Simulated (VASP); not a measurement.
Set up this calculation in VASP 6.6.1, as the native input.

| Quantity | Value |
| --- | --- |
| Task | single point |
| Functional | LDA |
| Potentials or basis | VASP PAW LDA potentials, release 64 (Pt) |
| Cutoff | 520 eV |
| k mesh | 22 × 22 × 22 |
| Occupations | gaussian, width 0.15 eV |
| Spin | no spin polarisation |
| Dipole correction | no |
| Further INCAR settings | ALGO = Fast; EDIFF = 1e-07; NBANDS = 11 |

The structure of Pt lies in POSCAR:

```
Pt
1.0
    0.0000000000      2.3353193077      1.5153886988
    2.3353193077      0.0000000000      1.5153886988
    2.3353193077      2.3353193077      0.0000000000
Pt
1
Direct
    0.0000000000      0.0000000000      0.0000000000
```

This cell differs from its parent crystal: volume 16.529 Å^3 an atom, c/a of the conventional cell 0.6489.

One way to write it, as run:

INCAR

```
  PREC = Accurate
  ENCUT = 520
  EDIFF = 1E-7
  ISMEAR = 0
  SIGMA = 0.15
  LREAL = False
  LASPH = True
  NELM = 80
  ALGO = Fast
  ISIF = 2
  LWAVE = False
  LCHARG = False
  GGA = CA
  NBANDS = 11
```

KPOINTS

```
regular mesh
0
Gamma
  22 22 22
```

Potentials or basis: VASP PAW LDA potentials, release 64 (Pt).

Launch:

```console
$ cat potpaw_LDA.64/Pt/POTCAR > POTCAR
$ mpirun -np 1 vasp_std > vasp.out
```

Results of the run:

```json
{
  "Pressure": "-22.9 GPa",
  "Band gap on the k mesh": "zero (band 5 reaches 10.18 eV, above the bottom of band 6 at 8.26 eV)"
}
```

Caveat: spin-orbit coupling is left out, which moves the levels of the heavy elements.

It took 99 s on 1 thread of Intel Xeon 6975P-C, with other jobs on the host, peak memory 0.27 GiB.
